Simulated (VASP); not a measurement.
Input of a VASP 6.6.1 run:

File INCAR:

```
PREC = Accurate ; ENCUT = 520
EDIFF = 1E-6 ; ISMEAR = -1
SIGMA = 0.05 ; LREAL = F
LASPH = T ; NELM = 100
ALGO = Fast ; ISIF = 2
LWAVE = F ; LCHARG = F
GGA = PE ; NBANDS = 12
```

File KPOINTS:

```
Automatic mesh
0
Gamma
  7 7 12
```

Contents of POSCAR:

```
Be
1.0
    3.7961198385      0.0000000000      0.0000000000
    0.0000000000      3.7961198385      0.0000000000
    0.0000000000      0.0000000000      2.3113002847
Be
4
Direct
    0.7974080000      0.2025920000      0.5000000000
    0.2025920000      0.7974080000      0.5000000000
    0.7025920000      0.7025920000      0.0000000000
    0.2974080000      0.2974080000      0.0000000000
```

Potentials or basis: VASP PAW PBE potentials, release 64 (Be).

Launch:

```console
$ cat potpaw_PBE.64/Be/POTCAR > POTCAR
$ mpirun -np 1 vasp_std > vasp.out
```

(1) Predict the largest force.

(2) What does it give for the band gap on the k mesh?

(3) Estimate the pressure.

Results:

(1) 0.025 eV/Å.

(2) zero (band 4 reaches 7.49 eV, above the bottom of band 5 at 5.43 eV).

(3) -4.2 GPa.
